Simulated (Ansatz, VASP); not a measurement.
## One calculation of AlNi, two programs

The input INCAR:

```
ALGO = Fast
EDIFF = 1E-7
ENCUT = 520
GGA = PS
ISIF = 2
ISMEAR = 0
LASPH = T
LCHARG = T
LELF = T
LREAL = F
LVHAR = T
LWAVE = F
NBANDS = 14
NELM = 100
PREC = Accurate
SIGMA = 0.15
```

KPOINTS

```
k-points
0
Gamma
  16 16 16
```

The input POSCAR:

```
AlNi
1.0
    2.0211996418     -2.0211459310      0.0000000000
    2.0211996418      2.0211459310      0.0000000000
    0.0000000000      0.0000000000      2.8688666946
Al Ni
1 1
Direct
   -0.0265885805      0.0000000000     -0.0132456486
    0.5122228531      0.5000000000      0.5060890658
```

Input for Ansatz:

```yaml
crystal:
  lattice:
    - [2.0211996418, -2.021145931, 0.0]
    - [2.0211996418, 2.021145931, 0.0]
    - [0.0, 0.0, 2.8688666946]
  atoms:
    - { symbol: Al, position: [-0.0265885805, 0.0, -0.0132456486] }
    - { symbol: Ni, position: [0.5122228531, 0.5, 0.5060890658] }
basis:
  ecutwfc: 520.0
kpoints:
  mp_grid: { grid: [16, 16, 16] }
hamiltonian:
  xc: pbesol
  pseudopotentials: { kind: paw, azcp: { folder: soft_1 } }
scf:
  occupations: { method: gaussian, width: 0.15 }
output:
  forces: true
  stress: true
  eigenvalues: true
```

Change from the starting cell: mode 4 frozen in at -0.076 Å and mode 6 at -0.038 Å (largest displacements).

Alike in both runs: task single point; functional PBEsol; k mesh 16 × 16 × 16; occupations gaussian, width 0.15 eV; no spin polarisation.

```csv
,VASP,Ansatz
version,VASP 6.6.1,Ansatz 0.2.0
potentials or method,"VASP PAW PBE potentials, release 64 (Al, Ni), cutoff 520 eV","scalar-relativistic, plane waves, PAW"
valence electrons in the cell,13,21
```

```tsv
	VASP	Ansatz	Ansatz less VASP
gap on the k mesh at the Fermi level (eV)	none	none	-
pressure (GPa)	1.3	1.1	-0.22
traceless stress, the component that is largest in VASP (GPa)	-0.67	-0.66	+0.007
rms of the force components (eV/Å)	0.456	0.452	-0.0037
```

VASP's potentials were made for PBE, not for PBEsol, and Ansatz warns of the same on its side. Atom by atom the forces differ by 0.004 eV/Å (rms over components). A gap of «none» marks a metal or a gap that the smearing closes. VASP's potentials hold 13 valence electrons a cell and Ansatz's 21, so a difference there can come from the potentials and not from the codes. Ansatz's warnings: near symmetry operations not taken.
